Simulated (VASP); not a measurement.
# BaO (lda) (Fm-3m) in VASP: a series of runs

Runs on BaO (lda). Level: LDA. Tasks: single point, relaxation of cell and atoms.

Program: VASP 6.6.1. These are calculated values, not measurements. Logs are shortened: lines on timing, memory, paths and dates and some standing lists are left out, and cuts for length are marked.

## (1) The cell of the first run

Symmetry: Fm-3m, No. 225, cubic system. The conventional cell has a = 5.539 Å, b = 5.539 Å, c = 5.539 Å, α = 90.00°, β = 90.00°, γ = 90.00°. Within 3.7 Å of Ba (site symmetry m-3m) lie 6 O at 2.77 Å. Within 3.7 Å of O (site symmetry m-3m) lie 6 Ba at 2.77 Å.

## (2) Single point, LDA

The input, INCAR:

```
PREC = Accurate
ENCUT = 600
EDIFF = 1E-6
ISMEAR = 0
SIGMA = 0.1
LREAL = F
LASPH = T
NELM = 120
ALGO = Normal
ISIF = 2
LWAVE = F
LCHARG = T
GGA = CA
LELF = T
LVHAR = T
NBANDS = 15
GGA_COMPAT = F
```

The input, KPOINTS:

```
Automatic mesh
0
Gamma
  6 6 6
```

The input, POSCAR:

```
BaO
1.0
    0.0000000000      2.7695000000      2.7695000000
    2.7695000000      0.0000000000      2.7695000000
    2.7695000000      2.7695000000      0.0000000000
Ba O
1 1
Direct
    0.0000000000      0.0000000000      0.0000000000
    0.5000000000      0.5000000000      0.5000000000
```

Potentials or basis: VASP PAW LDA potentials, release 64 (Ba_sv, O).

The run is started by

```sh
cat potpaw_LDA.64/Ba_sv/POTCAR potpaw_LDA.64/O/POTCAR > POTCAR
mpirun -np 1 vasp_std > vasp.out
```

OUTCAR:

```text
PREC = Accurate
   ENCUT = 600
   EDIFF = 1E-6
   ISMEAR = 0
   LREAL = F
   LASPH = T
   NELM = 120
   ISIF = 2
   GGA = CA

 ion  position               nearest neighbor table
   1  0.000  0.000  0.000-   2 2.77   2 2.77   2 2.77   2 2.77   2 2.77   2 2.77
   2  0.500  0.500  0.500-   1 2.77   1 2.77   1 2.77   1 2.77   1 2.77   1 2.77

  LATTYP: Found a face centered cubic cell.
 ALAT       =     5.5390000000

  Lattice vectors:

 A1 = (   0.0000000000,   2.7695000000,   2.7695000000)
 A2 = (   2.7695000000,   0.0000000000,   2.7695000000)
 A3 = (   2.7695000000,   2.7695000000,   0.0000000000)

Analysis of symmetry for initial positions (statically):
=====================================================================
 Subroutine PRICEL returns:
 Original cell was already a primitive cell.

 Routine SETGRP: Setting up the symmetry group for a
 face centered cubic supercell.

 Subroutine GETGRP returns: Found 48 space group operations
 (whereof 48 operations were pure point group operations)
 out of a pool of 48 trial point group operations.

The static configuration has the point symmetry O_h .

Analysis of symmetry for dynamics (positions and initial velocities):
=====================================================================
 Subroutine PRICEL returns:
 Original cell was already a primitive cell.

 Routine SETGRP: Setting up the symmetry group for a
 face centered cubic supercell.

 Subroutine GETGRP returns: Found 48 space group operations
 (whereof 48 operations were pure point group operations)
 out of a pool of 48 trial point group operations.

The dynamic configuration has the point symmetry O_h .

 Subroutine INISYM returns: Found 48 space group operations
 (whereof 48 operations are pure point group operations),
 and found     1 'primitive' translations

----------------------------------------------------------------------------------------

                                     Primitive cell

  volume of cell :      42.4849

  direct lattice vectors                    reciprocal lattice vectors
     0.000000000  2.769500000  2.769500000    -0.180538003  0.180538003  0.180538003
     2.769500000  0.000000000  2.769500000     0.180538003 -0.180538003  0.180538003
     2.769500000  2.769500000  0.000000000     0.180538003  0.180538003 -0.180538003

  length of vectors
     3.916664461  3.916664461  3.916664461     0.312700994  0.312700994  0.312700994

[... 80 lines left out ...]
   TEBEG  =    0.0;   TEEND  =   0.0 temperature during run
   PSTRESS=    0.0 pullay stress
   NELECT =      16.0000    total number of electrons
   NUPDOWN=      -1.0000    fix difference up-down
   EMIN   =  10.00;   EMAX   =-10.00  energy-range for DOS
   EFERMI =   0.00;   METHOD = LEGACY
   ISMEAR =     0;   SIGMA  =   0.10  broadening in eV -4-tet -1-fermi 0-gaus
   EFERMI_NEDOS =   21; number of points for ismear=-14 and -15
   IALGO  =     38    algorithm
   IMIX   =      4    mixing-type and parameters
     AMIX     =   0.40;   BMIX     =  1.00
     AMIX_MAG =   1.60;   BMIX_MAG =  1.00
  volume/ion in A,a.u.               =      21.24       143.35
  Fermi-wavevector in a.u.,A,eV,Ry     =   1.182234  2.234098 19.016554  1.397677
  Thomas-Fermi vector in A             =   2.318492
   LORBIT       =      0    0 simple, 1 ext, 2 COOP (PROOUT), +10 PAW based schemes
   GGA     = CA    functional components
   LHFCALC =     F    Hartree Fock is set to
   AEXX    =    0.0000 exact exchange contribution
   IVDW    =     0    specifies the selected vdW correction
   LEPSILON=     F    determine dielectric tensor
   LRPA    =     F    only Hartree local field effects (RPA)
 non-spin polarized calculation
 Gauss-broadening in eV      SIGMA  =   0.10
  energy-cutoff  :      600.00
  volume of cell :       42.48
 maximum number of plane-waves:      1435
   NGX = 15   NGY = 15   NGZ = 15

 number of electron      15.9999999 magnetization

 Free energy of the ion-electron system (eV)
  ---------------------------------------------------
  ext. energy  EPLUGINS =         0.00000000
  ---------------------------------------------------
  free energy    TOTEN  =       -13.10226431 eV

  energy without entropy =      -13.10226431  energy(sigma->0) =      -13.10226431

 E-fermi :   2.0593     XC(G=0): -10.0695

 val. band max:        1.5316293223   @ k =   0.5000   0.5000   0.0000
 cond. band min:       3.3574392575   @ k =   0.5000   0.5000   0.0000
 fundamental gap:      1.8258099352
 Fermi energy:         2.0592889805

 k-point     1 :       0.0000    0.0000    0.0000
  band No.  band energies     occupation
      1     -24.2134      2.00000
      2     -13.1599      2.00000
      3      -8.7264      2.00000
      4      -8.7264      2.00000
      5      -8.7264      2.00000
      6       1.1693      2.00000
      7       1.1693      2.00000
      8       1.1693      2.00000
      9       4.8594      0.00000
     10       6.1360      0.00000
     11       6.1360      0.00000
     12       6.1360      0.00000
     13       8.4505      0.00000
     14       8.4505      0.00000
[... 257 lines left out ...]
      2     -13.5027      2.00000
      3     -10.0569      2.00000
      4      -9.5921      2.00000
      5      -8.9229      2.00000
      6       0.4404      2.00000
      7       1.2807      2.00000
      8       1.4095      2.00000
      9       4.6754      0.00000
     10       7.6199      0.00000
     11       8.1853      0.00000
     12      11.0679      0.00000
     13      11.3622      0.00000
     14      13.4000      0.00000
     15      13.7457      0.00000

------------------------ aborting loop because EDIFF is reached ----------------------------------------

  FORCE on cell =-STRESS in cart. coord.  units (eV):
  Direction    XX          YY          ZZ          XY          YZ          ZX
  --------------------------------------------------------------------------------------
  -------------------------------------------------------------------------------------
  Total       -0.6890162     -0.6890162     -0.6890162      0.0000000      0.0000000     -0.0000000
  in kB      -25.9839961    -25.9839961    -25.9839961      0.0000000      0.0000000     -0.0000000
  external PRESSURE =     -25.9839961 kB  Pullay stress =       0.0000000 kB

 VOLUME and BASIS-vectors are now :
 -----------------------------------------------------------------------------
  energy-cutoff  :      600.00
  volume of cell :       42.48
      direct lattice vectors                 reciprocal lattice vectors
     0.000000000  2.769500000  2.769500000    -0.180538003  0.180538003  0.180538003
     2.769500000  0.000000000  2.769500000     0.180538003 -0.180538003  0.180538003
     2.769500000  2.769500000  0.000000000     0.180538003  0.180538003 -0.180538003

 POSITION                                       TOTAL-FORCE (eV/Angst)
 -----------------------------------------------------------------------------------
      0.00000      0.00000      0.00000         0.000000      0.000000      0.000000
      2.76950      2.76950      2.76950        -0.000000     -0.000000      0.000000
 -----------------------------------------------------------------------------------
    total drift:                                0.000000     -0.000000      0.000000

  FREE ENERGIE OF THE ION-ELECTRON SYSTEM (eV)
  ---------------------------------------------------
  free  energy   TOTEN  =       -13.1022643109 eV

  energy  without entropy=      -13.1022643109  energy(sigma->0) =      -13.10226431
```

Wall time 5.2 s (1 thread of Intel Xeon 6975P-C (Granite Rapids), shared host); peak memory 0.15 GiB.

What came out:

- Free energy: -13.1023 eV
- Pressure: -2.6 GPa
- Band gap on the k mesh: 1.83 eV, direct

Caveat: spin-orbit coupling is left out, which moves the levels of the heavy elements. A hybrid or GW would open this gap; LDA tends to underestimate it.

[end of part 1 of 3]
